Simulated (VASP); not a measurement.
# MoPbO3 (P1) in VASP: single point with LDA

Aim: the single point of MoPbO3 with LDA.

Program: VASP 6.6.1. These are calculated values, not measurements. Logs are shortened: lines on timing, memory, paths and dates and some standing lists are left out, and cuts for length are marked.

## Step 1: The cell of the first run

The typed cell holds 10 atoms: a = 8.215 Å, b = 4.108 Å, c = 4.108 Å, α = 90.00°, β = 90.00°, γ = 90.00°.

## Step 2: Single point, LDA

File INCAR:

```
SYSTEM = MoPbO3
ALGO = Normal
EDIFF = 1E-6
ENCUT = 520
GGA = CA
GGA_COMPAT = .FALSE.
ISIF = 2
ISMEAR = -1
LASPH = .TRUE.
LCHARG = .TRUE.
LELF = .TRUE.
LREAL = .FALSE.
LVHAR = .TRUE.
LWAVE = .FALSE.
NBANDS = 57
NELM = 120
PREC = Accurate
SIGMA = 0.05
```

File KPOINTS:

```
k-points
0
G
  1 2 2
  0 0 0
```

File POSCAR:

```
MoPbO3
1.0
    8.2150920000      0.0000000000      0.0000000000
    0.0000000000      4.1075460000      0.0000000000
    0.0000000000      0.0000000000      4.1075460000
Mo Pb O
2 2 6
Direct
    0.2514178782      0.4921500575      0.5110606187
    0.7507017572      0.4914277284      0.4970098935
   -0.0000064515     -0.0025068496     -0.0048016504
    0.4977054426      0.0095928323      0.0042487656
    0.2558358446      0.4781821068      0.0046003137
    0.2513363210     -0.0229855003      0.5245063598
    0.0051506423      0.4950551984      0.4357090584
    0.7508165459      0.4887190551     -0.0088546787
    0.7511987693     -0.0187540200      0.4894725464
    0.5094853472      0.4752217017      0.5548704750
```

Potentials or basis: VASP PAW LDA potentials, release 64 (Mo_sv, Pb_d, O).

Started as:

```bash
$ cat potpaw_LDA.64/Mo_sv/POTCAR potpaw_LDA.64/Pb_d/POTCAR potpaw_LDA.64/O/POTCAR > POTCAR
$ mpirun -np 1 vasp_std > vasp.out
```

OUTCAR:

```text
SYSTEM = MoPbO3
   EDIFF = 1E-6
   ENCUT = 520
   GGA = CA
   ISIF = 2
   ISMEAR = -1
   LASPH = .TRUE.
   LREAL = .FALSE.
   NELM = 120
   PREC = Accurate

 ion  position               nearest neighbor table
   1  0.251  0.492  0.511-   6 1.99   5 2.03   7 2.05   5 2.08   6 2.12  10 2.13   4 3.48   3 3.51
                             4 3.52   3 3.54   4 3.57   3 3.59   4 3.60   3 3.61
   2  0.751  0.491  0.497-  10 2.00   9 2.01   8 2.03   8 2.08   9 2.10   7 2.11   4 3.51   3 3.54
                             3 3.54   4 3.55   3 3.56   3 3.57   4 3.60   4 3.63
   3  1.000  0.997  0.995-   7 2.73   7 2.74   6 2.83   8 2.87   9 2.88   5 2.88   9 2.91   8 2.93
                             5 2.99   6 3.00   1 3.51   2 3.54   1 3.54   2 3.54   2 3.56   2 3.57
   4  0.498  0.010  0.004-  10 2.66   5 2.77   6 2.83   8 2.86  10 2.87   9 2.88   6 2.95   5 2.95
                            10 2.96   9 2.97   8 2.98   1 3.48   2 3.51   1 3.52   2 3.55   1 3.57
   5  0.256  0.478  0.005-   1 2.03   1 2.08   4 2.77   3 2.88   4 2.95   3 2.99
   6  0.251  0.977  0.525-   1 1.99   1 2.12   4 2.83   3 2.83   4 2.95   3 3.00
   7  0.005  0.495  0.436-   1 2.05   2 2.11   3 2.73   3 2.74
   8  0.751  0.489  0.991-   2 2.03   2 2.08   4 2.86   3 2.87   3 2.93   4 2.98
   9  0.751  0.981  0.489-   2 2.01   2 2.10   3 2.88   4 2.88   3 2.91   4 2.97
  10  0.509  0.475  0.555-   2 2.00   1 2.13   4 2.66   4 2.87   4 2.96

  LATTYP: Found a simple tetragonal cell.
 ALAT       =     4.1075460000
 C/A-ratio  =     2.0000000000

  Lattice vectors:

 A1 = (   0.0000000000,   4.1075460000,   0.0000000000)
 A2 = (   0.0000000000,   0.0000000000,   4.1075460000)
 A3 = (   8.2150920000,   0.0000000000,   0.0000000000)

Analysis of symmetry for initial positions (statically):
=====================================================================
 Subroutine PRICEL returns:
 Original cell was already a primitive cell.

 Routine SETGRP: Setting up the symmetry group for a
 simple tetragonal supercell.

 Subroutine GETGRP returns: Found  1 space group operations
 (whereof  1 operations were pure point group operations)
 out of a pool of 16 trial point group operations.

The static configuration has the point symmetry C_1 .

Analysis of symmetry for dynamics (positions and initial velocities):
=====================================================================
 Subroutine PRICEL returns:
 Original cell was already a primitive cell.

 Routine SETGRP: Setting up the symmetry group for a
 simple tetragonal supercell.

 Subroutine GETGRP returns: Found  1 space group operations
 (whereof  1 operations were pure point group operations)
 out of a pool of 16 trial point group operations.

The dynamic configuration has the point symmetry C_1 .

 Subroutine INISYM returns: Found  1 space group operations
 (whereof  1 operations are pure point group operations),
 and found     1 'primitive' translations

----------------------------------------------------------------------------------------

                                     Primitive cell

  volume of cell :     138.6045

  direct lattice vectors                    reciprocal lattice vectors
     8.215092000  0.000000000  0.000000000     0.121727182  0.000000000  0.000000000
     0.000000000  4.107546000  0.000000000     0.000000000  0.243454364  0.000000000
     0.000000000  0.000000000  4.107546000     0.000000000  0.000000000  0.243454364

  length of vectors
     8.215092000  4.107546000  4.107546000     0.121727182  0.243454364  0.243454364

  position of ions in fractional coordinates (direct lattice)
     0.251417878  0.492150057  0.511060619
     0.750701757  0.491427728  0.497009893
     0.999993549  0.997493150  0.995198350
     0.497705443  0.009592832  0.004248766
     0.255835845  0.478182107  0.004600314
     0.251336321  0.977014500  0.524506360
     0.005150642  0.495055198  0.435709058
     0.750816546  0.488719055  0.991145321
     0.751198769  0.981245980  0.489472546
     0.509485347  0.475221702  0.554870475

  ion indices of the primitive-cell ions
   primitive index   ion index
                 1           1
                 2           2
                 3           3
                 4           4
                 5           5
                 6           6
                 7           7
                 8           8
                 9           9
                10          10

----------------------------------------------------------------------------------------

 KPOINTS: k-points

Automatic generation of k-mesh.
 Grid dimensions read from file:
 generate k-points for:    1    2    2

 Generating k-lattice:

  Cartesian coordinates                     Fractional coordinates (reciprocal lattice)
     0.121727182  0.000000000  0.000000000     1.000000000  0.000000000  0.000000000
     0.000000000  0.121727182  0.000000000     0.000000000  0.500000000  0.000000000
     0.000000000  0.000000000  0.121727182     0.000000000  0.000000000  0.500000000

  Length of vectors
     0.121727182  0.121727182  0.121727182

  Shift w.r.t. Gamma in fractional coordinates (k-lattice)
     0.000000000  0.000000000  0.000000000

 Subroutine IBZKPT returns following result:
 ===========================================

 Found      4 irreducible k-points:

 Following reciprocal coordinates:
            Coordinates               Weight
  0.000000  0.000000  0.000000      1.000000
  0.000000  0.500000  0.000000      1.000000
  0.000000  0.000000  0.500000      1.000000
  0.000000  0.500000  0.500000      1.000000
   k-points           NKPTS =      4   k-points in BZ     NKDIM =      4   number of bands    NBANDS=     57
   number of dos      NEDOS =    301   number of ions     NIONS =     10
   total plane-waves  NPLWV =  65536
   dimension x,y,z NGX =    64 NGY =   32 NGZ =   32
   dimension x,y,z NGXF=   128 NGYF=   64 NGZF=   64
   ions per type =               2   2   6
   NGX,Y,Z   is equivalent  to a cutoff of  12.95, 12.95, 12.95 a.u.
   NGXF,Y,Z  is equivalent  to a cutoff of  25.90, 25.90, 25.90 a.u.
 SYSTEM =  MoPbO3
   PREC   = accura    normal or accurate (medium, high low for compatibility)
   ISTART =      0    job   : 0-new  1-cont  2-samecut
   ICHARG =      2    charge: 1-file 2-atom 10-const
   ISPIN  =      1    spin polarized calculation?
   LNONCOLLINEAR =      F non collinear calculations
   LSORBIT =      F    spin-orbit coupling
   LASPH  =      T    aspherical Exc in radial PAW
   ENCUT  =  520.0 eV  38.22 Ry    6.18 a.u.  15.27  7.64  7.64*2*pi/ulx,y,z
   NELM   =    120;   NELMIN=  2; NELMDL= -5     # of ELM steps
   EDIFF  = 0.1E-05   stopping-criterion for ELM
   LREAL  =      F    real-space projection
   EDIFFG = 0.1E-04   stopping-criterion for IOM
   NSW    =      0    number of steps for IOM
   IBRION =     -1    ionic relax: 0-MD 1-quasi-New 2-CG
   NFREE  =      0    steps in history (QN), initial steepest desc. (CG)
   ISIF   =      2    stress and relaxation
   ISYM   =      2    0-nonsym 1-usesym 2-fastsym
   POTIM  = 0.5000    time-step for ionic-motion
   TEBEG  =    0.0;   TEEND  =   0.0 temperature during run
   PSTRESS=    0.0 pullay stress
   NELECT =      92.0000    total number of electrons
   NUPDOWN=      -1.0000    fix difference up-down
   EMIN   =  10.00;   EMAX   =-10.00  energy-range for DOS
   EFERMI =   0.00;   METHOD = LEGACY
   ISMEAR =    -1;   SIGMA  =   0.05  broadening in eV -4-tet -1-fermi 0-gaus
   EFERMI_NEDOS =   21; number of points for ismear=-14 and -15
   IALGO  =     38    algorithm
   IMIX   =      4    mixing-type and parameters
     AMIX     =   0.40;   BMIX     =  1.00
     AMIX_MAG =   1.60;   BMIX_MAG =  1.00
  volume/ion in A,a.u.               =      13.86        93.53
  Fermi-wavevector in a.u.,A,eV,Ry     =   1.428055  2.698633 27.746929  2.039342
  Thomas-Fermi vector in A             =   2.548158
   LORBIT       =      0    0 simple, 1 ext, 2 COOP (PROOUT), +10 PAW based schemes
   GGA     = CA    functional components
   LHFCALC =     F    Hartree Fock is set to
   AEXX    =    0.0000 exact exchange contribution
   IVDW    =     0    specifies the selected vdW correction
   LEPSILON=     F    determine dielectric tensor
   LRPA    =     F    only Hartree local field effects (RPA)
 non-spin polarized calculation
  energy-cutoff  :      520.00
  volume of cell :      138.60
 maximum number of plane-waves:      3751
 NGX is ok and might be reduce to    64
   NGX = 31   NGY = 15   NGZ = 15

 number of electron      91.9999990 magnetization

 Free energy of the ion-electron system (eV)
  ---------------------------------------------------
  ext. energy  EPLUGINS =         0.00000000
  ---------------------------------------------------
  free energy    TOTEN  =       -82.42279243 eV

  energy without entropy =      -82.37813368  energy(sigma->0) =      -82.40046306

 E-fermi :   7.7130     XC(G=0): -11.7361

 val. band max:        7.7006500797   @ k =   0.0000   0.0000   0.5000
 cond. band min:       7.7596237721   @ k =   0.0000   0.0000   0.0000
 fundamental gap:      0.0589736925
 Fermi energy:         7.7130102003

 k-point     1 :       0.0000    0.0000    0.0000
  band No.  band energies     occupation
      1     -55.1744      2.00000
      2     -55.1595      2.00000
      3     -29.4724      2.00000
      4     -29.4629      2.00000
      5     -29.4429      2.00000
      6     -29.4185      2.00000
[... 49 lines left out ...]
     56      11.3165      0.00000
     57      11.4302      0.00000

 k-point     2 :       0.0000    0.5000    0.0000
  band No.  band energies     occupation
      1     -55.1737      2.00000
      2     -55.1588      2.00000
      3     -29.5160      2.00000
      4     -29.5089      2.00000
      5     -29.4431      2.00000
      6     -29.4167      2.00000
[... 49 lines left out ...]
     56      10.0436      0.00000
     57      11.1573      0.00000

 k-point     3 :       0.0000    0.0000    0.5000
  band No.  band energies     occupation
      1     -55.1737      2.00000
      2     -55.1588      2.00000
      3     -29.4767      2.00000
      4     -29.4640      2.00000
      5     -29.4615      2.00000
      6     -29.4546      2.00000
[... 49 lines left out ...]
     56      10.0869      0.00000
     57      11.1677      0.00000

 k-point     4 :       0.0000    0.5000    0.5000
  band No.  band energies     occupation
      1     -55.1729      2.00000
      2     -55.1580      2.00000
      3     -29.5141      2.00000
      4     -29.5070      2.00000
      5     -29.4695      2.00000
      6     -29.4531      2.00000
[... 49 lines left out ...]
     56      11.2719      0.00000
     57      11.3496      0.00000

------------------------ aborting loop because EDIFF is reached ----------------------------------------

  FORCE on cell =-STRESS in cart. coord.  units (eV):
  Direction    XX          YY          ZZ          XY          YZ          ZX
  --------------------------------------------------------------------------------------
  -------------------------------------------------------------------------------------
  Total      -15.4115414    -20.0499771    -19.3637438     -0.0321941      0.3723642     -0.1368619
  in kB     -178.1473462   -231.7646311   -223.8322226     -0.3721427      4.3042870     -1.5820346
  external PRESSURE =    -211.2480666 kB  Pullay stress =       0.0000000 kB

 VOLUME and BASIS-vectors are now :
 -----------------------------------------------------------------------------
  energy-cutoff  :      520.00
  volume of cell :      138.60
      direct lattice vectors                 reciprocal lattice vectors
     8.215092000  0.000000000  0.000000000     0.121727182  0.000000000  0.000000000
     0.000000000  4.107546000  0.000000000     0.000000000  0.243454364  0.000000000
     0.000000000  0.000000000  4.107546000     0.000000000  0.000000000  0.243454364

 POSITION                                       TOTAL-FORCE (eV/Angst)
 -----------------------------------------------------------------------------------
      2.06542      2.02153      2.09921         0.045474     -0.471442     -0.166281
      6.16708      2.01856      2.04149         0.136691     -0.136222     -0.274001
      8.21504      4.09725      4.08782        -0.067633      0.037562      0.198728
      4.08870      0.03940      0.01745         0.059627      0.113643     -0.153658
      2.10172      1.96416      0.01890        -0.039250      0.176470      0.230226
      2.06475      4.01313      2.15443         0.156473      0.200375     -0.370232
      0.04231      2.03346      1.78969        -0.027882      0.201795      0.320361
      6.16803      2.00744      4.07117         0.222838     -0.073071      0.141557
      6.17117      4.03051      2.01053         0.120573      0.148509      0.111013
      4.18547      1.95199      2.27916        -0.606911     -0.197620     -0.037712
 -----------------------------------------------------------------------------------
    total drift:                               -0.000975      0.000392     -0.000237

  FREE ENERGIE OF THE ION-ELECTRON SYSTEM (eV)
  ---------------------------------------------------
  free  energy   TOTEN  =       -82.4227924346 eV

  energy  without entropy=      -82.3781336769  energy(sigma->0) =      -82.40046306
```

Run time: 74 s. Hardware: 1 thread of AMD EPYC 7R43 (Zen 3), shared host; peak memory 0.17 GiB.

What came out:

| Item | Value |
| --- | --- |
| Free energy | -82.4228 eV |
| Pressure | -21.1 GPa |
| Largest force | 0.639 eV/Å |
| Band gap on the k mesh | zero (bands 46 and 47 overlap by 2.16 eV) |

Forces in eV/Å, atoms in the order of the input:
```
Mo   0.045 -0.471 -0.166
Mo   0.137 -0.136 -0.274
Pb  -0.068  0.038  0.199
Pb   0.060  0.114 -0.154
O   -0.039  0.176  0.230
O    0.156  0.200 -0.370
O   -0.028  0.202  0.320
O    0.223 -0.073  0.142
O    0.121  0.149  0.111
O   -0.607 -0.198 -0.038
```

Levels at points of the mesh, in eV from the Fermi level:
| k point | band 42 | band 43 | band 44 | band 45 | band 46 | band 47 | band 48 | band 49 | band 50 | band 51 |
| --- | --- | --- | --- | --- | --- | --- | --- | --- | --- | --- |
| (0.00, 0.00, 0.00) | -3.51 | -3.43 | -2.77 | -1.80 | -1.75 | -1.71 | -1.66 | 0.05 | 0.09 | 0.33 |
| (0.00, 0.50, 0.00) | -3.36 | -2.87 | -2.71 | -1.62 | -0.52 | 0.33 | 0.36 | 0.41 | 0.70 | 1.21 |
| (0.00, 0.00, 0.50) | -3.60 | -2.78 | -2.66 | -1.72 | -0.01 | 0.23 | 0.37 | 0.43 | 0.47 | 0.98 |
| (0.00, 0.50, 0.50) | -2.87 | -2.85 | -2.79 | 0.40 | 0.45 | 0.83 | 0.89 | 0.90 | 1.25 | 2.13 |

Caveat: the k points lie up to 0.76 Å⁻¹ apart, too coarse for converged energies and pressures of a metal; spin-orbit coupling is left out, which moves the levels of the heavy elements.
